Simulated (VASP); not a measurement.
Write the native input for VASP 6.6.1 that does the following.

| Property | Result |
| --- | --- |
| Task | relaxation of cell and atoms |
| Functional | PBE |
| Potentials or basis | VASP PAW PBE potentials, release 64 (Sc_sv, Si, N) |
| Cutoff | 600 eV |
| k mesh | 4 × 4 × 4 |
| Occupations | gaussian, width 0.1 eV |
| Spin | no spin polarisation |
| Dipole correction | no |
| Further INCAR settings | ALGO = Normal; EDIFF = 1e-06; IBRION = 2; EDIFFG = -0.04; NSW = 90; ISIF = 3 |

The structure of Sc4SiN lies in POSCAR:

```
Sc4SiN
1.0
    2.5872972300     -4.4069826900      0.0000000000
    2.5872972300      4.4069826900      0.0000000000
    0.0000000000      0.0000000000      4.2301126400
Sc Si N
4 1 1
Direct
    0.6906595100      0.3093404900      0.0000000000
    0.3093404900      0.6906595100      0.0000000000
    0.5000000000      0.0000000000      0.5000000000
    0.0000000000      0.5000000000      0.5000000000
    0.5000000000      0.5000000000      0.5000000000
    0.0000000000      0.0000000000      0.0000000000
```

The cell was generated, and may not be a known phase.

The input as run:

INCAR

```
SYSTEM = Sc4SiN
PREC = Accurate
ENCUT = 600
EDIFF = 1E-6
ISMEAR = 0
SIGMA = 0.1
LREAL = .False.
LASPH = .True.
NELM = 80
ALGO = Normal
ISIF = 3
LWAVE = .False.
LCHARG = .False.
GGA = PE
IBRION = 2
NSW = 90
EDIFFG = -0.04
```

KPOINTS

```
Automatic mesh
0
Gamma
  4 4 4
  0 0 0
```

Potentials or basis: VASP PAW PBE potentials, release 64 (Sc_sv, Si, N).

Command:

```bash
$ cat potpaw_PBE.64/Sc_sv/POTCAR potpaw_PBE.64/Si/POTCAR potpaw_PBE.64/N/POTCAR > POTCAR
$ mpirun -np 1 vasp_std > vasp.out
```

Results of the run:

```yaml
Relaxed_volume: 22.84 Å³/atom
Relaxed_cell: a = 5.220 Å, b = 5.220 Å, c = 5.031 Å, α = 90.00°, β = 90.00°, γ = 88.29°
Space_group_after_relaxing_to_0.1_Å: Cmmm (No. 65)
Pressure_after_relaxing: 0.1 GPa
Largest_force_after_relaxing: 0.023 eV/Å
Band_gap_on_the_k_mesh: zero (an odd number of electrons rules out a gap without spin polarisation)
```

Caveat: the k points lie up to 0.31 Å⁻¹ apart in the final cell, too coarse for converged energies and pressures of a metal; the volume moved by over 15 % at a fixed basis, so the end points are rough.

It took 17 min on 1 thread of AMD EPYC 9R45 96-Core Processor (Zen 5), on a shared host, peak memory 0.26 GiB.
